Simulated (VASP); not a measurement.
Hg, 1 atom in the cell. Symmetry: C2/m, No. 12, monoclinic system. The conventional cell has a = 4.468 Å, b = 4.092 Å, c = 3.060 Å, α = 90.00°, β = 96.54°, γ = 90.00°. Hg (site symmetry 2/m) has 6 Hg at 3.03 to 3.06 Å within 4.0 Å. 

```yaml
Program: VASP 6.6.1
Task: single point
Functional: PBE
Potentials_or_basis: VASP PAW PBE potentials, release 64 (Hg)
Cutoff: 500 eV
k_mesh: 2 × 2 × 2
Occupations: gaussian, width 0.1 eV
Spin: no spin polarisation
Dipole_correction: no
Further_INCAR_settings: ALGO = Normal; EDIFF = 1e-06; NBANDS = 12
```

Potentials or basis: VASP PAW PBE potentials, release 64 (Hg).

The run is started by

```bash
$ cat potpaw_PBE.64/Hg/POTCAR > POTCAR
$ mpirun -np 1 vasp_std > vasp.out
```

Hardware: 1 thread of Intel(R) Xeon(R) Platinum 8175M CPU @ 2.50GHz (Skylake/Cascade Lake), with other jobs on the host.

**Question.** Estimate the wall time of this run.

**Answer.** It took 3.9 s on 1 thread of Intel(R) Xeon(R) Platinum 8175M CPU @ 2.50GHz (Skylake/Cascade Lake), with other jobs on the host, peak memory 0.13 GiB. Counts: scf iterations 11, k points 6.
